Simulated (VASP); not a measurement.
# BP (I-4m2) in VASP: a series of runs

The runs below take BP through single point, with PBE.

Everything below comes from runs of VASP 6.6.1. Logs are shortened: lines on timing, memory, paths and dates and some standing lists are left out, and cuts for length are marked.

## 1. The cell of the first run

It takes space group I-4m2 (No. 119, tetragonal). The conventional cell has a = 3.259 Å, b = 3.259 Å, c = 4.428 Å, α = 90.00°, β = 90.00°, γ = 90.00°. Within 2.6 Å of B (site symmetry -4m2) lie 4 P at 1.97 Å. P (site symmetry -4m2) has 4 B at 1.97 Å within 2.6 Å.

## 2. Single point, PBE (11.76 Å³/atom)

Contents of INCAR:

```
PREC     = Accurate       # precision mode
ENCUT    = 520            # plane-wave cutoff, eV
EDIFF    = 1E-7           # SCF threshold, eV
ISMEAR   = 0              # smearing method
SIGMA    = 0.05           # smearing width, eV
LREAL    = F              # projectors in reciprocal space
LASPH    = T              # aspherical terms in the spheres
NELM     = 80             # most SCF steps
ALGO     = Normal         # electronic algorithm
ISIF     = 2              # what is computed and relaxed
LWAVE    = F              # write WAVECAR
LCHARG   = F              # write CHGCAR
GGA      = PE             # functional
NBANDS   = 11             # bands
```

Contents of KPOINTS:

```
Automatic mesh
0
Gamma
  12 12 12
```

Contents of POSCAR:

```
BP
1.0
    0.0000000000      2.2140017986      2.3048113664
    2.3048113664      0.0000000000      2.3048113664
    2.3048113664      2.2140017986      0.0000000000
B P
1 1
Direct
    0.0000000000      0.0000000000      0.0000000000
    0.7500000000      0.7500000000      0.7500000000
```

Potentials or basis: VASP PAW PBE potentials, release 64 (B, P).

Command:

```console
$ cat potpaw_PBE.64/B/POTCAR potpaw_PBE.64/P/POTCAR > POTCAR
$ mpirun -np 1 vasp_std > vasp.out
```

OUTCAR:

```text
PREC = Accurate
   ENCUT = 520
   EDIFF = 1E-7
   ISMEAR = 0
   LREAL = F
   LASPH = T
   NELM = 80
   ISIF = 2
   GGA = PE

 ion  position               nearest neighbor table
   1  0.000  0.000  0.000-   2 1.97   2 1.97   2 1.97   2 1.97
   2  0.750  0.750  0.750-   1 1.97   1 1.97   1 1.97   1 1.97

  LATTYP: Found a body centered tetragonal cell.
 ALAT       =     3.2594954931
 C/A-ratio  =     1.3584935480

  Lattice vectors:

 A1 = (   0.0000000000,  -2.2140017986,   2.3048113664)
 A2 = (   0.0000000000,  -2.2140017986,  -2.3048113664)
 A3 = (   2.3048113664,   2.2140017986,   0.0000000000)

Analysis of symmetry for initial positions (statically):
=====================================================================
 Subroutine PRICEL returns:
 Original cell was already a primitive cell.

 Routine SETGRP: Setting up the symmetry group for a
 body centered tetragonal supercell.

 Subroutine GETGRP returns: Found  8 space group operations
 (whereof  8 operations were pure point group operations)
 out of a pool of 16 trial point group operations.

The static configuration has the point symmetry D_2d.

Analysis of symmetry for dynamics (positions and initial velocities):
=====================================================================
 Subroutine PRICEL returns:
 Original cell was already a primitive cell.

 Routine SETGRP: Setting up the symmetry group for a
 body centered tetragonal supercell.

 Subroutine GETGRP returns: Found  8 space group operations
 (whereof  8 operations were pure point group operations)
 out of a pool of 16 trial point group operations.

The dynamic configuration has the point symmetry D_2d.

 Subroutine INISYM returns: Found  8 space group operations
 (whereof  8 operations are pure point group operations),
 and found     1 'primitive' translations

----------------------------------------------------------------------------------------

                                     Primitive cell

  volume of cell :      23.5222

  direct lattice vectors                    reciprocal lattice vectors
     0.000000000  2.214001799  2.304811366    -0.216937493  0.225835408  0.216937493
     2.304811366  0.000000000  2.304811366     0.216937493 -0.225835408  0.216937493
     2.304811366  2.214001799  0.000000000     0.216937493  0.225835408 -0.216937493

  length of vectors
     3.195928566  3.259495493  3.195928566     0.380953256  0.380953256  0.380953256

  position of ions in fractional coordinates (direct lattice)
     0.000000000  0.000000000  0.000000000
     0.750000000  0.750000000  0.750000000

  ion indices of the primitive-cell ions
   primitive index   ion index
                 1           1
                 2           2

----------------------------------------------------------------------------------------

 KPOINTS: Automatic mesh

Automatic generation of k-mesh.
 Grid dimensions read from file:
 generate k-points for:   12   12   12

 Generating k-lattice:

  Cartesian coordinates                     Fractional coordinates (reciprocal lattice)
    -0.018078124  0.018819617  0.018078124     0.083333333  0.000000000  0.000000000
     0.018078124 -0.018819617  0.018078124     0.000000000  0.083333333  0.000000000
     0.018078124  0.018819617 -0.018078124     0.000000000  0.000000000  0.083333333

  Length of vectors
     0.031746105  0.031746105  0.031746105

  Shift w.r.t. Gamma in fractional coordinates (k-lattice)
     0.000000000  0.000000000  0.000000000

 Subroutine IBZKPT returns following result:
 ===========================================

 Found    163 irreducible k-points:

 Following reciprocal coordinates:
            Coordinates               Weight
  0.000000  0.000000  0.000000      1.000000
  0.083333  0.000000 -0.000000      8.000000
  0.166667  0.000000 -0.000000      8.000000
  0.250000  0.000000 -0.000000      8.000000
  0.333333  0.000000 -0.000000      8.000000
  0.416667  0.000000 -0.000000      8.000000
[... 16 lines left out ...]
  0.500000  0.166667 -0.000000     16.000000
 -0.416667  0.166667  0.000000     16.000000
 [... further k-points ...]
   k-points           NKPTS =    163   k-points in BZ     NKDIM =    163   number of bands    NBANDS=     11
   number of dos      NEDOS =    301   number of ions     NIONS =      2
   total plane-waves  NPLWV =  13824
   dimension x,y,z NGX =    24 NGY =   24 NGZ =   24
   dimension x,y,z NGXF=    48 NGYF=   48 NGZF=   48
   ions per type =               1   1
   NGX,Y,Z   is equivalent  to a cutoff of  12.48, 12.24, 12.48 a.u.
   NGXF,Y,Z  is equivalent  to a cutoff of  24.97, 24.48, 24.97 a.u.
 SYSTEM =  unknown system
   PREC   = accura    normal or accurate (medium, high low for compatibility)
   ISTART =      0    job   : 0-new  1-cont  2-samecut
   ICHARG =      2    charge: 1-file 2-atom 10-const
   ISPIN  =      1    spin polarized calculation?
   LNONCOLLINEAR =      F non collinear calculations
   LSORBIT =      F    spin-orbit coupling
[... 36 lines left out ...]
  energy-cutoff  :      520.00
  volume of cell :       23.52
 maximum number of plane-waves:       652
   NGX = 11   NGY = 13   NGZ = 11

 number of electron       8.0000000 magnetization

 Free energy of the ion-electron system (eV)
  ---------------------------------------------------
  ext. energy  EPLUGINS =         0.00000000
  ---------------------------------------------------
  free energy    TOTEN  =       -12.91085133 eV

  energy without entropy =      -12.91085133  energy(sigma->0) =      -12.91085133

 E-fermi :   7.9017     XC(G=0): -10.8801

 val. band max:        7.6057044861   @ k =   0.0000   0.0000   0.0000
 cond. band min:       8.2583194307   @ k =   0.4167   0.0000   0.4167
 fundamental gap:      0.6526149447
 Fermi energy:         7.9017495160

 k-point     1 :       0.0000    0.0000    0.0000
  band No.  band energies     occupation
      1      -8.0454      2.00000
      2       7.2312      2.00000
      3       7.2312      2.00000
      4       7.6057      2.00000
      5      10.6006      0.00000
      6      10.8325      0.00000
      7      10.8325      0.00000
      8      14.6036      0.00000
      9      18.8251      0.00000
     10      18.9446      0.00000
     11      19.9341      0.00000

 k-point     2 :       0.0833    0.0000   -0.0000
  band No.  band energies     occupation
      1      -7.9208      2.00000
      2       6.3765      2.00000
      3       7.0092      2.00000
      4       7.3018      2.00000
      5      10.8727      0.00000
      6      11.1180      0.00000
      7      11.2022      0.00000
      8      14.9771      0.00000
      9      18.4938      0.00000
     10      19.2065      0.00000
     11      19.3531      0.00000

 k-point     3 :       0.1667    0.0000   -0.0000
  band No.  band energies     occupation
      1      -7.5500      2.00000
      2       4.5288      2.00000
      3       6.5350      2.00000
      4       6.8596      2.00000
      5      11.2152      0.00000
      6      11.6832      0.00000
      7      11.7431      0.00000
      8      15.9160      0.00000
      9      17.9785      0.00000
     10      18.5395      0.00000
     11      20.0929      0.00000

 k-point     4 :       0.2500    0.0000   -0.0000
  band No.  band energies     occupation
      1      -6.9454      2.00000
      2       2.5324      2.00000
      3       6.0533      2.00000
      4       6.4376      2.00000
      5      11.2102      0.00000
      6      12.0496      0.00000
      7      12.2545      0.00000
      8      16.8943      0.00000
      9      18.1918      0.00000
     10      18.3872      0.00000
     11      20.4298      0.00000
[... 239 lines left out ...]
 k-point    22 :       0.4167    0.1667    0.0000
  band No.  band energies     occupation
      1      -5.4602      2.00000
      2       0.3993      2.00000
      3       4.1131      2.00000
      4       4.8629      2.00000
      5      10.6320      0.00000
      6      13.4498      0.00000
      7      14.4007      0.00000
      8      14.8579      0.00000
      9      20.1216      0.00000
     10      21.8011      0.00000
     11      22.7074      0.00000

 k-point    23 :       0.5000    0.1667   -0.0000
  band No.  band energies     occupation
      1      -4.6215      2.00000
      2      -0.9190      2.00000
      3       3.6351      2.00000
      4       4.9358      2.00000
      5      10.7813      0.00000
      6      13.2834      0.00000
      7      14.1488      0.00000
      8      16.4822      0.00000
      9      19.7445      0.00000
     10      21.9130      0.00000
     11      23.3884      0.00000

 k-point    24 :      -0.4167    0.1667    0.0000
  band No.  band energies     occupation
      1      -4.4136      2.00000
      2      -1.1983      2.00000
      3       3.3267      2.00000
      4       5.1935      2.00000
      5      11.0498      0.00000
      6      13.1409      0.00000
      7      13.8948      0.00000
      8      17.7634      0.00000
      9      19.2180      0.00000
     10      20.2689      0.00000
     11      23.3313      0.00000

 [... further k-points ...]

------------------------ aborting loop because EDIFF is reached ----------------------------------------

  FORCE on cell =-STRESS in cart. coord.  units (eV):
  Direction    XX          YY          ZZ          XY          YZ          ZX
  --------------------------------------------------------------------------------------
  -------------------------------------------------------------------------------------
  Total       -0.5306637      0.9568834     -0.5306637      0.0000000     -0.0000000      0.0000000
  in kB      -36.1452520     65.1764721    -36.1452520      0.0000000     -0.0000000      0.0000000
  external PRESSURE =      -2.3713439 kB  Pullay stress =       0.0000000 kB

 VOLUME and BASIS-vectors are now :
 -----------------------------------------------------------------------------
  energy-cutoff  :      520.00
  volume of cell :       23.52
      direct lattice vectors                 reciprocal lattice vectors
     0.000000000  2.214001799  2.304811366    -0.216937493  0.225835408  0.216937493
     2.304811366  0.000000000  2.304811366     0.216937493 -0.225835408  0.216937493
     2.304811366  2.214001799  0.000000000     0.216937493  0.225835408 -0.216937493

 POSITION                                       TOTAL-FORCE (eV/Angst)
 -----------------------------------------------------------------------------------
      0.00000      0.00000      0.00000        -0.000000      0.000000      0.000000
      3.45722      3.32100      3.45722         0.000000     -0.000000     -0.000000
 -----------------------------------------------------------------------------------
    total drift:                               -0.000000      0.000000     -0.000000

  FREE ENERGIE OF THE ION-ELECTRON SYSTEM (eV)
  ---------------------------------------------------
  free  energy   TOTEN  =       -12.9108513269 eV

  energy  without entropy=      -12.9108513269  energy(sigma->0) =      -12.91085133
```

Wall time 32 s (1 thread of Intel Xeon 8259CL, shared host); peak memory 0.17 GiB.

Results:

```
Free energy            : -12.9109 eV
Pressure               : -0.2 GPa
Band gap on the k mesh : 0.65 eV (least direct gap 2.99 eV)
```

A k mesh can miss the band edges.

## 3. Single point, PBE (11.76 Å³/atom)

Contents of INCAR:

```
SYSTEM = BP
PREC = Accurate
ENCUT = 520
EDIFF = 1E-6
ISMEAR = 0
SIGMA = 0.05
LREAL = .FALSE.
LASPH = .TRUE.
NELM = 60
ALGO = Normal
ISIF = 2
LWAVE = .FALSE.
LCHARG = .FALSE.
GGA = PE
NBANDS = 11
```

Contents of KPOINTS:

```
regular mesh
0
G
  12 12 12
  0 0 0
```

Contents of POSCAR:

```
BP
1.0
    0.0000000000      2.4645651973      2.1845108999
    2.1845108999      0.0000000000      2.1845108999
    2.1845108999      2.4645651973      0.0000000000
B P
1 1
Direct
    0.0000000000      0.0000000000      0.0000000000
    0.7500000000      0.7500000000      0.7500000000
```

Potentials or basis: VASP PAW PBE potentials, release 64 (B, P).

Command:

```console
$ cat potpaw_PBE.64/B/POTCAR potpaw_PBE.64/P/POTCAR > POTCAR
$ mpirun -np 1 vasp_std > vasp.out
```

Run time: 23 s. Hardware: 1 thread of Intel Xeon 8259CL, shared host; peak memory 0.16 GiB.

The run converged. Its results:

| Quantity | Value |
| --- | --- |
| Free energy | -12.7214 eV |
| Pressure | -0.3 GPa |
| Band gap on the k mesh | 0.33 eV (least direct gap 2.80 eV) |

Stress tensor (GPa, compression positive):
```
 12.06   0.00   0.00
  0.00 -25.09   0.00
  0.00   0.00  12.06
```

Levels at points of the mesh, in eV from the valence-band top:
```
           k point  band 1  band 2  band 3  band 4  band 5  band 6  band 7  band 8  band 9
(0.00, 0.00, 0.00)  -15.87   -1.35    0.00    0.00    2.80    2.80    3.43    6.42    9.97
(0.50, 0.00, 0.00)  -12.54   -9.43   -3.02   -1.36    2.10    4.85    4.93    9.76   13.35
(0.50, 0.50, 0.00)  -10.63   -8.64   -5.02   -4.76    0.51    0.68    9.94   12.09   13.50
(0.50, 0.00, 0.50)  -11.81   -9.67   -3.67   -3.67    1.79    2.38   11.52   11.52   13.60
```

## 4. Single point, PBE (11.76 Å³/atom)

Contents of INCAR:

```
PREC = Accurate ; ENCUT = 520
EDIFF = 1E-6 ; ISMEAR = 0
SIGMA = 0.05 ; LREAL = False
LASPH = True ; NELM = 60
ALGO = Normal ; ISIF = 2
LWAVE = False ; LCHARG = False
GGA = PE ; NBANDS = 11
```

Contents of KPOINTS:

```
regular mesh
0
Gamma
  12 12 12
```

Contents of POSCAR:

```
BP
1.0
    0.0000000000      2.3993243602      2.2140115901
    2.2140115901      0.0000000000      2.2140115901
    2.2140115901      2.3993243602      0.0000000000
B P
1 1
Direct
    0.0000000000      0.0000000000      0.0000000000
    0.7500000000      0.7500000000      0.7500000000
```

Command:

```console
$ cat potpaw_PBE.64/B/POTCAR potpaw_PBE.64/P/POTCAR > POTCAR
$ mpirun -np 1 vasp_std > vasp.out
```

It took 24 s on 1 thread of Intel Xeon 8259CL, shared host; peak memory 0.16 GiB.

The run converged. Its results:

* Free energy: -12.8409 eV
* Pressure: -0.3 GPa
* Band gap on the k mesh: 0.64 eV (least direct gap 2.99 eV)

Stress tensor (GPa, compression positive):
```
  7.62   0.00   0.00
  0.00 -16.08   0.00
  0.00   0.00   7.62
```

Levels at points of the mesh, in eV from the valence-band top:
```
           k point  band 2  band 3  band 4  band 5  band 6  band 7
(0.00, 0.00, 0.00)   -0.86    0.00    0.00    2.99    2.99    3.42
(0.50, 0.00, 0.00)   -9.27   -2.57   -1.49    2.77    4.74    4.82
(0.50, 0.50, 0.00)   -8.59   -4.71   -4.54    0.79    1.02   10.73
(0.50, 0.00, 0.50)   -9.29   -3.80   -3.80    1.65    2.14   11.75
```

A k mesh can miss the band edges. As with any semilocal functional, this PBE gap is likely too small.

## 5. Single point, PBE (11.76 Å³/atom)

Contents of INCAR:

```
  PREC = Accurate
  ENCUT = 520
  EDIFF = 1E-6
  ISMEAR = 0
  SIGMA = 0.05
  LREAL = F
  LASPH = T
  NELM = 80
  ALGO = Normal
  ISIF = 2
  LWAVE = F
  LCHARG = T
  GGA = PE
  LELF = T
  LVHAR = T
  NBANDS = 11
```

KPOINTS is that of step 4.

Contents of POSCAR:

```
BP
1.0
    0.0000000000      2.1555328131      2.3358613059
    2.3358613059      0.0000000000      2.3358613059
    2.3358613059      2.1555328131      0.0000000000
B P
1 1
Direct
    0.0000000000      0.0000000000      0.0000000000
    0.7500000000      0.7500000000      0.7500000000
```

Command:

```console
$ cat potpaw_PBE.64/B/POTCAR potpaw_PBE.64/P/POTCAR > POTCAR
$ mpirun -np 1 vasp_std > vasp.out
```

Wall time 32 s (1 thread of Intel Xeon 8259CL, shared host); peak memory 0.17 GiB.

Results (log left out):

| Item | Value |
| --- | --- |
| Free energy | -12.8531 eV |
| Pressure | -0.3 GPa |
| Band gap on the k mesh | 0.08 eV (least direct gap 2.63 eV) |

Stress tensor (GPa, compression positive):
```
-6.68  0.00  0.00
 0.00 12.37  0.00
 0.00  0.00 -6.68
```

Levels at points of the mesh, in eV from the valence-band top:
| k point | band 2 | band 3 | band 4 | band 5 | band 6 | band 7 |
| --- | --- | --- | --- | --- | --- | --- |
| (0.00, 0.00, 0.00) | -0.72 | -0.72 | 0.00 | 2.63 | 3.10 | 3.10 |
| (0.50, 0.00, 0.00) | -9.46 | -2.70 | -1.76 | 2.79 | 3.84 | 5.10 |
| (0.50, 0.50, 0.00) | -9.26 | -4.34 | -4.19 | 1.20 | 1.58 | 10.63 |
| (0.50, 0.00, 0.50) | -8.53 | -5.10 | -5.10 | 0.28 | 0.47 | 11.52 |

A k mesh can miss the band edges.

## 6. Single point, PBE (12.08 Å³/atom)

This run uses another cell than the first one, of 12.08 Å³/atom.

Contents of INCAR:

```
SYSTEM = BP
PREC = Accurate
ENCUT = 520
EDIFF = 1E-7
ISMEAR = 0
SIGMA = 0.05
LREAL = .FALSE.
LASPH = .TRUE.
NELM = 80
ALGO = Normal
ISIF = 2
LWAVE = .FALSE.
LCHARG = .TRUE.
GGA = PE
LELF = .TRUE.
LVHAR = .TRUE.
NBANDS = 11
```

Contents of KPOINTS:

```
regular mesh
0
G
  12 12 12
  0 0 0
```

Contents of POSCAR:

```
BP
1.0
    0.0000000000      2.4862975961      2.2037737955
    2.2037737955      0.0000000000      2.2037737955
    2.2037737955      2.4862975961      0.0000000000
B P
1 1
Direct
    0.0000000000      0.0000000000      0.0000000000
    0.7500000000      0.7500000000      0.7500000000
```

Potentials or basis: VASP PAW PBE potentials, release 64 (B, P).

Command:

```console
$ cat potpaw_PBE.64/B/POTCAR potpaw_PBE.64/P/POTCAR > POTCAR
$ mpirun -np 1 vasp_std > vasp.out
```

Wall time 51 s (1 thread of Intel Xeon 8259CL, shared host); peak memory 0.17 GiB.

It converged, with:

```yaml
Free_energy: -12.7125 eV
Pressure: -4.3 GPa
Band_gap_on_the_k_mesh: 0.38 eV (least direct gap 2.77 eV)
```

Stress tensor (GPa, compression positive):
```
  7.77   0.00   0.00
  0.00 -28.43   0.00
  0.00   0.00   7.77
```

Levels at points of the mesh, in eV from the valence-band top:
| k point | band 2 | band 3 | band 4 | band 5 | band 6 | band 7 |
| --- | --- | --- | --- | --- | --- | --- |
| (0.00, 0.00, 0.00) | -1.33 | 0.00 | 0.00 | 2.76 | 2.76 | 3.40 |
| (0.50, 0.00, 0.00) | -9.24 | -2.96 | -1.34 | 2.04 | 4.81 | 4.85 |
| (0.50, 0.50, 0.00) | -8.50 | -4.91 | -4.66 | 0.57 | 0.73 | 9.78 |
| (0.50, 0.00, 0.50) | -9.51 | -3.58 | -3.58 | 1.84 | 2.38 | 11.27 |

Caveat: the cell stands under tension. A k mesh can miss the band edges.

## 7. Summary

```tsv
cell	gap on the mesh (eV)	pressure (GPa)
a = 3.196, b = 3.259 Å, angles 59.3, 61.3, 59.3°, 2 atoms	0.65	-0.2
a = 3.293, b = 3.089 Å, angles 62.0, 55.9, 62.0°, 2 atoms	0.33	-0.3
a = 3.265, b = 3.131 Å, angles 61.3, 57.3, 61.3°, 2 atoms	0.64	-0.3
a = 3.178, b = 3.303 Å, angles 58.7, 62.6, 58.7°, 2 atoms	0.08	-0.3
a = 3.322, b = 3.117 Å, angles 62.0, 55.9, 62.0°, 2 atoms	0.38	-4.3
```

Alike in all rows: task single point; level PBE; potentials or basis VASP PAW PBE potentials, release 64 (B, P); no spin polarisation; k mesh 12 × 12 × 12; cutoff (eV) 520; smearing gaussian 0.05 eV.

Caveats: the cell stands under tension (at least some runs).

Total energies depend on the potentials used, so only differences within one code and one set of settings carry meaning.
